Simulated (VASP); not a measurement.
# MgS (Fm-3m) in VASP: a series of runs

The runs below take MgS through single point, with PBE+D4, PBE.

Everything below comes from runs of VASP 6.6.1. Logs are shortened: lines on timing, memory, paths and dates and some standing lists are left out, and cuts for length are marked.

## (1) The cell of the first run

It takes space group Fm-3m (No. 225, cubic). The conventional cell has a = 5.203 Å, b = 5.203 Å, c = 5.203 Å, α = 90.00°, β = 90.00°, γ = 90.00°. Within 3.4 Å of Mg (site symmetry m-3m) lie 6 S at 2.60 Å. S (site symmetry m-3m) has 6 Mg at 2.60 Å within 3.4 Å.

## (2) Single point, PBE+D4

INCAR reads:

```
SYSTEM = MgS
ALGO = Normal
EDIFF = 1E-6
ENCUT = 600
GGA = PE
GGA_COMPAT = .False.
ISIF = 2
ISMEAR = 0
IVDW = 13
LASPH = .True.
LCHARG = .True.
LELF = .True.
LREAL = .False.
LVHAR = .True.
LWAVE = .False.
NBANDS = 11
NELM = 120
PREC = Accurate
SIGMA = 0.05
```

KPOINTS reads:

```
k-points
0
Gamma
  8 8 8
  0 0 0
```

POSCAR reads:

```
MgS
1.0
    0.0000000000      2.6016508254      2.6016508254
    2.6016508254      0.0000000000      2.6016508254
    2.6016508254      2.6016508254      0.0000000000
Mg S
1 1
Direct
    0.0000000000      0.0000000000      0.0000000000
    0.5000000000      0.5000000000      0.5000000000
```

Potentials or basis: VASP PAW PBE potentials, release 64 (Mg, S).

Started as:

```sh
$ cat potpaw_PBE.64/Mg/POTCAR potpaw_PBE.64/S/POTCAR > POTCAR
$ mpirun -np 1 vasp_std > vasp.out
```

OUTCAR:

```text
SYSTEM = MgS
   EDIFF = 1E-6
   ENCUT = 600
   GGA = PE
   ISIF = 2
   ISMEAR = 0
   IVDW = 13
   LASPH = .True.
   LREAL = .False.
   NELM = 120
   PREC = Accurate

 ion  position               nearest neighbor table
   1  0.000  0.000  0.000-   2 2.60   2 2.60   2 2.60   2 2.60   2 2.60   2 2.60
   2  0.500  0.500  0.500-   1 2.60   1 2.60   1 2.60   1 2.60   1 2.60   1 2.60

  LATTYP: Found a face centered cubic cell.
 ALAT       =     5.2033016508

  Lattice vectors:

 A1 = (   0.0000000000,   2.6016508254,   2.6016508254)
 A2 = (   2.6016508254,   0.0000000000,   2.6016508254)
 A3 = (   2.6016508254,   2.6016508254,   0.0000000000)

Analysis of symmetry for initial positions (statically):
=====================================================================
 Subroutine PRICEL returns:
 Original cell was already a primitive cell.

 Routine SETGRP: Setting up the symmetry group for a
 face centered cubic supercell.

 Subroutine GETGRP returns: Found 48 space group operations
 (whereof 48 operations were pure point group operations)
 out of a pool of 48 trial point group operations.

The static configuration has the point symmetry O_h .

Analysis of symmetry for dynamics (positions and initial velocities):
=====================================================================
 Subroutine PRICEL returns:
 Original cell was already a primitive cell.

 Routine SETGRP: Setting up the symmetry group for a
 face centered cubic supercell.

 Subroutine GETGRP returns: Found 48 space group operations
 (whereof 48 operations were pure point group operations)
 out of a pool of 48 trial point group operations.

The dynamic configuration has the point symmetry O_h .

 Subroutine INISYM returns: Found 48 space group operations
 (whereof 48 operations are pure point group operations),
 and found     1 'primitive' translations

----------------------------------------------------------------------------------------

                                     Primitive cell

  volume of cell :      35.2190

  direct lattice vectors                    reciprocal lattice vectors
     0.000000000  2.601650825  2.601650825    -0.192185667  0.192185667  0.192185667
     2.601650825  0.000000000  2.601650825     0.192185667 -0.192185667  0.192185667
     2.601650825  2.601650825  0.000000000     0.192185667  0.192185667 -0.192185667

  length of vectors
     3.679289882  3.679289882  3.679289882     0.332875340  0.332875340  0.332875340

  position of ions in fractional coordinates (direct lattice)
     0.000000000  0.000000000  0.000000000
     0.500000000  0.500000000  0.500000000

  ion indices of the primitive-cell ions
   primitive index   ion index
                 1           1
                 2           2

----------------------------------------------------------------------------------------

 KPOINTS: k-points

Automatic generation of k-mesh.
 Grid dimensions read from file:
 generate k-points for:    8    8    8

 Generating k-lattice:

  Cartesian coordinates                     Fractional coordinates (reciprocal lattice)
    -0.024023208  0.024023208  0.024023208     0.125000000  0.000000000  0.000000000
     0.024023208 -0.024023208  0.024023208     0.000000000  0.125000000  0.000000000
     0.024023208  0.024023208 -0.024023208     0.000000000  0.000000000  0.125000000

  Length of vectors
     0.041609418  0.041609418  0.041609418

  Shift w.r.t. Gamma in fractional coordinates (k-lattice)
     0.000000000  0.000000000  0.000000000

 Subroutine IBZKPT returns following result:
 ===========================================

 Found     29 irreducible k-points:

 Following reciprocal coordinates:
            Coordinates               Weight
  0.000000  0.000000  0.000000      1.000000
  0.125000  0.000000  0.000000      8.000000
  0.250000  0.000000  0.000000      8.000000
  0.375000  0.000000  0.000000      8.000000
  0.500000  0.000000  0.000000      4.000000
  0.125000  0.125000  0.000000      6.000000
[... 16 lines left out ...]
  0.500000  0.250000  0.125000     48.000000
 -0.375000  0.250000  0.125000     24.000000
 [... further k-points ...]
   k-points           NKPTS =     29   k-points in BZ     NKDIM =     29   number of bands    NBANDS=     11
   number of dos      NEDOS =    301   number of ions     NIONS =      2
   total plane-waves  NPLWV =  27000
   dimension x,y,z NGX =    30 NGY =   30 NGZ =   30
   dimension x,y,z NGXF=    60 NGYF=   60 NGZF=   60
   ions per type =               1   1
   NGX,Y,Z   is equivalent  to a cutoff of  13.56, 13.56, 13.56 a.u.
   NGXF,Y,Z  is equivalent  to a cutoff of  27.11, 27.11, 27.11 a.u.
 SYSTEM =  MgS
   PREC   = accura    normal or accurate (medium, high low for compatibility)
   ISTART =      0    job   : 0-new  1-cont  2-samecut
   ICHARG =      2    charge: 1-file 2-atom 10-const
   ISPIN  =      1    spin polarized calculation?
   LNONCOLLINEAR =      F non collinear calculations
   LSORBIT =      F    spin-orbit coupling
   LASPH  =      T    aspherical Exc in radial PAW
   ENCUT  =  600.0 eV  44.10 Ry    6.64 a.u.   7.35  7.35  7.35*2*pi/ulx,y,z
   NELM   =    120;   NELMIN=  2; NELMDL= -5     # of ELM steps
   EDIFF  = 0.1E-05   stopping-criterion for ELM
   LREAL  =      F    real-space projection
   EDIFFG = 0.1E-04   stopping-criterion for IOM
   NSW    =      0    number of steps for IOM
   IBRION =     -1    ionic relax: 0-MD 1-quasi-New 2-CG
   NFREE  =      0    steps in history (QN), initial steepest desc. (CG)
   ISIF   =      2    stress and relaxation
   ISYM   =      2    0-nonsym 1-usesym 2-fastsym
   POTIM  = 0.5000    time-step for ionic-motion
   TEBEG  =    0.0;   TEEND  =   0.0 temperature during run
   PSTRESS=    0.0 pullay stress
   NELECT =       8.0000    total number of electrons
   NUPDOWN=      -1.0000    fix difference up-down
   EMIN   =  10.00;   EMAX   =-10.00  energy-range for DOS
   EFERMI =   0.00;   METHOD = LEGACY
   ISMEAR =     0;   SIGMA  =   0.05  broadening in eV -4-tet -1-fermi 0-gaus
   EFERMI_NEDOS =   21; number of points for ismear=-14 and -15
   IALGO  =     38    algorithm
   IMIX   =      4    mixing-type and parameters
     AMIX     =   0.40;   BMIX     =  1.00
     AMIX_MAG =   1.60;   BMIX_MAG =  1.00
  volume/ion in A,a.u.               =      17.61       118.83
  Fermi-wavevector in a.u.,A,eV,Ry     =   0.998878  1.887606 13.575314  0.997757
  Thomas-Fermi vector in A             =   2.131131
   LORBIT       =      0    0 simple, 1 ext, 2 COOP (PROOUT), +10 PAW based schemes
   GGA     = PE    functional components
   LHFCALC =     F    Hartree Fock is set to
   AEXX    =    0.0000 exact exchange contribution
   IVDW    =    13    specifies the selected vdW correction
   LEPSILON=     F    determine dielectric tensor
   LRPA    =     F    only Hartree local field effects (RPA)
 non-spin polarized calculation
 Gauss-broadening in eV      SIGMA  =   0.05
  energy-cutoff  :      600.00
  volume of cell :       35.22
 maximum number of plane-waves:      1211
 NGX is ok and might be reduce to    30
   NGX = 15   NGY = 15   NGZ = 15

 number of electron       7.9999999 magnetization

 Free energy of the ion-electron system (eV)
  ---------------------------------------------------
  ext. energy  EPLUGINS =         0.00000000
  ---------------------------------------------------
  free energy    TOTEN  =        -8.50223420 eV

  energy without entropy =       -8.50223420  energy(sigma->0) =       -8.50223420

 E-fermi :   4.0022     XC(G=0):  -9.6882

 val. band max:        3.7249612217   @ k =   0.0000   0.0000   0.0000
 cond. band min:       6.5004490128   @ k =   0.5000   0.5000   0.0000
 fundamental gap:      2.7754877910
 Fermi energy:         4.0022006016

 k-point     1 :       0.0000    0.0000    0.0000
  band No.  band energies     occupation
      1      -8.9416      2.00000
      2       3.7250      2.00000
      3       3.7250      2.00000
      4       3.7250      2.00000
      5       7.4353      0.00000
      6      11.6795      0.00000
      7      11.6795      0.00000
      8      11.6795      0.00000
      9      14.0744      0.00000
     10      14.0744      0.00000
     11      16.2635      0.00000

 k-point     2 :       0.1250    0.0000    0.0000
  band No.  band energies     occupation
      1      -8.7906      2.00000
      2       2.6776      2.00000
      3       3.6240      2.00000
      4       3.6240      2.00000
      5       8.2370      0.00000
      6      11.3622      0.00000
      7      11.9269      0.00000
      8      11.9269      0.00000
      9      13.4397      0.00000
     10      13.4397      0.00000
     11      16.4224      0.00000

 k-point     3 :       0.2500    0.0000    0.0000
  band No.  band energies     occupation
      1      -8.3822      2.00000
      2       0.9188      2.00000
      3       3.4039      2.00000
      4       3.4039      2.00000
      5       8.6853      0.00000
      6      11.5452      0.00000
      7      11.5452      0.00000
      8      12.0279      0.00000
      9      14.0163      0.00000
     10      14.0163      0.00000
     11      15.6159      0.00000
[... 267 lines left out ...]
 k-point    23 :       0.5000    0.2500    0.1250
  band No.  band energies     occupation
      1      -7.6417      2.00000
      2      -0.1849      2.00000
      3       1.7342      2.00000
      4       2.7378      2.00000
      5       9.3440      0.00000
      6      10.1179      0.00000
      7      11.5382      0.00000
      8      12.7214      0.00000
      9      15.3874      0.00000
     10      17.9947      0.00000
     11      18.6262      0.00000

 k-point    24 :      -0.3750    0.2500    0.1250
  band No.  band energies     occupation
      1      -7.4406      2.00000
      2      -0.5774      2.00000
      3       1.5907      2.00000
      4       2.5767      2.00000
      5       9.2960      0.00000
      6       9.8351      0.00000
      7      12.1427      0.00000
      8      13.1457      0.00000
      9      15.9913      0.00000
     10      17.0236      0.00000
     11      19.2894      0.00000

 [... further k-points ...]

------------------------ aborting loop because EDIFF is reached ----------------------------------------

  DFT-D4 for vdW energy calculation

  Edisp (eV):   -0.57966

  FORCE on cell =-STRESS in cart. coord.  units (eV):
  Direction    XX          YY          ZZ          XY          YZ          ZX
  --------------------------------------------------------------------------------------
  -------------------------------------------------------------------------------------
  Total      -0.37310    -0.37310    -0.37310     0.00000     0.00000    -0.00000
  in kB     -16.97290   -16.97290   -16.97290     0.00000     0.00000    -0.00000
  external pressure =      -16.97 kB  Pullay stress =        0.00 kB

 VOLUME and BASIS-vectors are now :
 -----------------------------------------------------------------------------
  energy-cutoff  :      600.00
  volume of cell :       35.22
      direct lattice vectors                 reciprocal lattice vectors
     0.000000000  2.601650825  2.601650825    -0.192185667  0.192185667  0.192185667
     2.601650825  0.000000000  2.601650825     0.192185667 -0.192185667  0.192185667
     2.601650825  2.601650825  0.000000000     0.192185667  0.192185667 -0.192185667

 POSITION                                       TOTAL-FORCE (eV/Angst)
 -----------------------------------------------------------------------------------
      0.00000      0.00000      0.00000         0.000000     -0.000000     -0.000000
      2.60165      2.60165      2.60165        -0.000000      0.000000      0.000000
 -----------------------------------------------------------------------------------
    total drift:                               -0.000000     -0.000000      0.000000

  FREE ENERGIE OF THE ION-ELECTRON SYSTEM (eV)
  ---------------------------------------------------
  free  energy   TOTEN  =        -9.0818910938 eV

  energy  without entropy=       -9.0818910938  energy(sigma->0) =       -9.08189109
```

Wall time 16 s (1 thread of Intel Xeon Platinum 8488C (Sapphire Rapids), shared host); peak memory 0.17 GiB.

Results:

```
Free energy                : -9.0819 eV
Pressure                   : -1.7 GPa
Band gap on the k mesh     : 2.78 eV, indirect (least direct gap 3.71 eV)
Dispersion energy per atom : -0.290 eV
```

A k mesh can miss the band edges. A hybrid or GW would open this gap; PBE tends to underestimate it.

## (3) Single point, PBE

INCAR reads:

```
ALGO     = Normal         # electronic algorithm
EDIFF    = 1E-6           # SCF threshold, eV
ENCUT    = 600            # plane-wave cutoff, eV
GGA      = PE             # functional
GGA_COMPAT= False        
ISIF     = 2              # what is computed and relaxed
ISMEAR   = -1             # smearing method
LASPH    = True           # aspherical terms in the spheres
LCHARG   = False          # write CHGCAR
LREAL    = False          # projectors in reciprocal space
LWAVE    = False          # write WAVECAR
NBANDS   = 11             # bands
NELM     = 120            # most SCF steps
PREC     = Accurate       # precision mode
SIGMA    = 0.1            # smearing width, eV
```

KPOINTS reads:

```
k-points
0
Gamma
  8 8 8
```

POSCAR is that of step 2.

Potentials or basis: VASP PAW PBE potentials, release 64 (Mg, S).

Started as:

```sh
$ cat potpaw_PBE.64/Mg/POTCAR potpaw_PBE.64/S/POTCAR > POTCAR
$ mpirun -np 1 vasp_std > vasp.out
```

It took 13 s on 1 thread of Intel Xeon Platinum 8488C (Sapphire Rapids), shared host; peak memory 0.17 GiB.

It converged, with:

```
Free energy            : -8.5022 eV
Pressure               : 0.9 GPa
Band gap on the k mesh : 2.78 eV, indirect (least direct gap 3.71 eV)
```

Levels at points of the mesh, in eV from the valence-band top:
```tsv
k point	band 1	band 2	band 3	band 4	band 5	band 6	band 7	band 8
(0.00, 0.00, 0.00)	-12.67	0.00	0.00	0.00	3.71	7.95	7.95	7.95
(0.50, 0.00, 0.00)	-11.36	-4.83	-0.59	-0.59	4.55	6.91	6.91	10.11
(0.50, 0.50, 0.00)	-10.99	-4.19	-1.68	-1.68	2.78	4.40	12.00	12.82
```
